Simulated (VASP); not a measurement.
Input of a VASP 6.6.1 run:

Contents of INCAR:

```
SYSTEM = LiRh
  ALGO = Normal
  EDIFF = 1E-6
  ENCUT = 520
  GGA = CA
  ISIF = 2
  ISMEAR = 0
  ISPIN = 2
  LASPH = .TRUE.
  LCHARG = .FALSE.
  LMAXMIX = 4
  LORBIT = 11
  LREAL = .FALSE.
  LWAVE = .FALSE.
  MAGMOM = 0 1
  NBANDS = 20
  NELM = 150
  PREC = Accurate
  SIGMA = 0.05
```

KPOINTS

```
k-points
0
G
  20 20 10
  0 0 0
```

File POSCAR:

```
LiRh
1.0
    2.6029467376      0.0000000000      0.0000000000
   -1.3014733688      2.2542179995      0.0000000000
    0.0000000000      0.0000000000      4.2590506663
Li Rh
1 1
Direct
    0.0000000000      0.0000000000      0.5000000000
    0.6666666667      0.3333333333      0.0000000000
```

Potentials or basis: VASP PAW LDA potentials, release 64 (Li_sv, Rh_pv).

Command:

```bash
$ cat potpaw_LDA.64/Li_sv/POTCAR potpaw_LDA.64/Rh_pv/POTCAR > POTCAR
$ mpirun -np 1 vasp_std > vasp.out
```

(1) Predict the net moment.

(2) Predict the band gap on the k mesh.

Answers

(1) 0.00 μB per cell.

(2) zero (filled and empty bands overlap).
